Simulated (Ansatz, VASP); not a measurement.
## One calculation of Al2InN3, two programs

```
CELL_PARAMETERS angstrom
4.91700 -2.82772 0.00000
4.91700 2.82772 0.00000
0.00000 0.00000 5.24941
ATOMIC_POSITIONS crystal
Al 0.00843 0.33487 0.99174
Al 0.66513 0.99157 0.99174
Al 0.99157 0.66513 0.49174
Al 0.33487 0.00843 0.49174
In 0.32208 0.67792 0.98700
In 0.67792 0.32208 0.48700
N 0.03669 0.33362 0.35573
N 0.66638 0.96331 0.35573
N 0.96331 0.66638 0.85573
N 0.33362 0.03669 0.85573
N 0.29832 0.70168 0.40606
N 0.70168 0.29832 0.90606
```

Alike in both runs: functional PBE; k mesh 6 × 6 × 6; occupations gaussian, width 0.02 eV; no spin polarisation.

Ansatz relaxed the structure, and its values are those at the end. VASP's run is a single point on that final structure, the one shown.

|  | VASP | Ansatz |
| --- | --- | --- |
| version | VASP 6.6.1 | Ansatz 0.2.0 |
| potentials or method | VASP PAW PBE potentials, release 64 (Al, In_d, N), cutoff 520 eV | scalar-relativistic, plane waves, PAW |
| valence electrons in the cell | 68 | 68 |

|  | VASP | Ansatz | Ansatz less VASP |
| --- | --- | --- | --- |
| gap on the k mesh at the Fermi level (eV) | 2.16 | 2.16 | -0.001 |
| least direct gap on the mesh (eV) | 2.16 | 2.16 | -0.001 |
| pressure (GPa) | -0.1 | 0.0 | +0.10 |
| rms of the force components (eV/Å) | 0.012 | 0.000 | -0.0121 |
